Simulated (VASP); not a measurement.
**TiB2: single point with LDA**

Crystal: TiB2.

```
Ti B
1.0
     2.99514    0.00000    0.00000
    -1.49757    2.59387    0.00000
     0.00000    0.00000    3.15750
Ti B
1 2
Direct
  0.00000 0.00000 0.00000
  0.33333 0.66667 0.50000
  0.66667 0.33333 0.50000
```

| Property | Result |
| --- | --- |
| Program | VASP 6.6.1 |
| Task | single point |
| Functional | LDA |
| Potentials or basis | VASP PAW LDA potentials, release 64 (Ti_sv, B) |
| Cutoff | 520 eV |
| k mesh | 9 × 9 × 6 |
| Occupations | gaussian, width 0.1 eV |
| Spin | no spin polarisation |
| Dipole correction | no |
| Further INCAR settings | ALGO = Normal; EDIFF = 1e-07; NBANDS = 16 |

```yaml
Pressure: 0.5 GPa
Band_gap_on_the_k_mesh: zero (bands 9 and 10 overlap by 0.40 eV)
```

Levels at points of the mesh, in eV from the Fermi level:
```
           k point  band 6  band 7  band 8  band 9  band 10  band 11  band 12  band 13
(0.00, 0.00, 0.00)   -2.82   -2.82   -2.26   -2.21     1.95     1.95     3.86     3.86
(0.00, 0.00, 0.50)   -7.75   -0.64   -0.64   -0.32    -0.32     0.38     0.38     1.79
```

It took 12 s on 1 thread of Intel(R) Xeon(R) Platinum 8488C (Sapphire Rapids), with other jobs on the host, peak memory 0.13 GiB.
